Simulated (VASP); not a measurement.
# SiB2: relaxation of cell and atoms with PBE

Crystal: SiB2.

```
Si B
1.0
     2.90549    0.00000    0.00000
    -1.45275    2.51623    0.00000
     0.00000    0.00000    3.50450
Si B
1 2
Direct
  0.00000 0.00000 0.00000
  0.33333 0.66667 0.57679
  0.66667 0.33333 0.42321
```

The cell was generated, and may not be a known phase.

```json
{
  "Program": "VASP 6.6.1",
  "Task": "relaxation of cell and atoms",
  "Functional": "PBE",
  "Potentials or basis": "VASP PAW PBE potentials, release 64 (Si, B)",
  "Cutoff": "600 eV",
  "k mesh": "12 × 12 × 10",
  "Occupations": "gaussian, width 0.1 eV",
  "Spin": "no spin polarisation",
  "Dipole correction": "no",
  "Further INCAR settings": "ALGO = Fast; EDIFF = 1e-06; IBRION = 2; EDIFFG = -0.01; NSW = 100; ISIF = 3"
}
```

- Relaxed volume: 8.54 Å³/atom
- Relaxed cell: a = 2.909 Å, b = 2.909 Å, c = 3.493 Å, α = 90.00°, β = 90.00°, γ = 120.00°
- Space group after relaxing (to 0.1 Å): P-3m1 (No. 164)
- Energy gained by relaxing: 0.1 meV/atom
- Ionic steps: 4
- Pressure after relaxing: 0.1 GPa
- Largest force after relaxing: 0.003 eV/Å
- Band gap on the k mesh: zero (bands 5 and 6 overlap by 9.84 eV)

Forces on the atoms (eV/Å):
```
Si   0.000  0.000  0.000
B    0.000  0.000 -0.003
B    0.000  0.000  0.003
```

Step by step:
| step | energy change (eV) | largest force (eV/Å) | pressure (GPa) | volume (Å³) |
| --- | --- | --- | --- | --- |
| 1 | 0.0000 | 0.0076 | 0.10 | 25.62 |
| 2 | -0.0004 | 0.0107 | -0.20 | 25.64 |
| 3 | -0.0004 | 0.0093 | -0.18 | 25.64 |
| 4 | -0.0004 | 0.0030 | 0.06 | 25.61 |

Final structure:
```
CELL_PARAMETERS angstrom
2.90927 0.00000 0.00000
-1.45463 2.51950 0.00000
0.00000 0.00000 3.49341
ATOMIC_POSITIONS crystal
Si 0.00000 0.00000 0.00000
B 0.33333 0.66667 0.57676
B 0.66667 0.33333 0.42324
```

Levels at points of the mesh, in eV from the Fermi level:
```
           k point  band 2  band 3  band 4  band 5  band 6  band 7  band 8  band 9
(0.00, 0.00, 0.00)   -6.09   -4.24    0.32    0.32    3.74    3.74    9.38    9.41
(0.50, 0.00, 0.00)  -10.63   -3.30   -1.88   -1.57    1.05    1.37    3.09    7.80
(0.00, 0.00, 0.50)  -12.92    0.93    0.93    4.63    5.48    5.48    7.20    7.59
(0.50, 0.00, 0.50)   -8.60   -7.54   -7.24   -2.27    2.61    3.49    4.46   10.48
```

Run time: 100 s on 1 thread of Oxide Virtual Turin-like Processor, with other jobs on the host, peak memory 0.14 GiB.
